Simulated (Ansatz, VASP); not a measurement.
Ge: VASP beside Ansatz

INCAR

```
SYSTEM = Ge
PREC     = Accurate       ! precision mode
ENCUT    = 520            ! plane-wave cutoff, eV
EDIFF    = 1E-6           ! SCF threshold, eV
ISMEAR   = 0              ! smearing method
SIGMA    = 0.1            ! smearing width, eV
LREAL    = .FALSE.        ! projectors in reciprocal space
LASPH    = .TRUE.         ! aspherical terms in the spheres
NELM     = 60             ! most SCF steps
ALGO     = Normal         ! electronic algorithm
ISIF     = 2              ! what is computed and relaxed
LWAVE    = .FALSE.        ! write WAVECAR
LCHARG   = .FALSE.        ! write CHGCAR
LDIPOL   = .TRUE.       
IDIPOL   = 3            
DIPOL    = 0.5 0.5 0.500
GGA      = PE             ! functional
NBANDS   = 21             ! bands
```

File KPOINTS:

```
Automatic mesh
0
G
  12 12 1
  0 0 0
```

Contents of POSCAR:

```
Ge
1.0
    3.7910000000      0.0000000000      0.0000000000
   -1.8955000000      3.2831023057      0.0000000000
    0.0000000000      0.0000000000     28.0000000000
Ge
2
Direct
    0.3333333333      0.6666666667      0.5181785714
    0.6666666667      0.3333333333      0.4818214286
```

Input for Ansatz:

```yaml
crystal:
  lattice:
    - [3.791, 0.0, 0.0]
    - [-1.8955, 3.2831023057, 0.0]
    - [0.0, 0.0, 28.0]
  atoms:
    - { symbol: Ge, position: [0.3333333333, 0.6666666667, 0.5181785714] }
    - { symbol: Ge, position: [0.6666666667, 0.3333333333, 0.4818214286] }
  periodic: [true, true, false]
basis:
  ecutwfc: 420
kpoints:
  mp_grid: { grid: [12, 12, 1] }
hamiltonian:
  xc: pbe
  pseudopotentials: { kind: paw, azcp: { folder: soft_1 } }
scf:
  occupations: { method: gaussian, width: 0.1 }
output:
  forces: true
  stress: true
  eigenvalues: true
```

Alike in both runs: task single point; functional PBE; k mesh 12 × 12 × 1; occupations gaussian, width 0.1 eV; no spin polarisation.

|  | VASP | Ansatz |
| --- | --- | --- |
| version | VASP 6.6.1 | Ansatz 0.2.0 |
| potentials or method | VASP PAW PBE potentials, release 64 (Ge_d), cutoff 520 eV | scalar-relativistic, plane waves, PAW |
| valence electrons in the cell | 28 | 28 |

Ansatz gave:

```
gap on the k mesh at the Fermi level (eV) : none
rms of the force components (eV/Å)        : 0.402
```

Question: What did VASP give for the same quantities?

Answer: gap on the k mesh at the Fermi level (eV): none; rms of the force components (eV/Å): 0.406.

Atom by atom the forces differ by 0.004 eV/Å (rms over components). A gap of «none» marks a metal or a gap that the smearing closes. With one functional, cell and mesh, what is left measures potentials, basis and numerics.
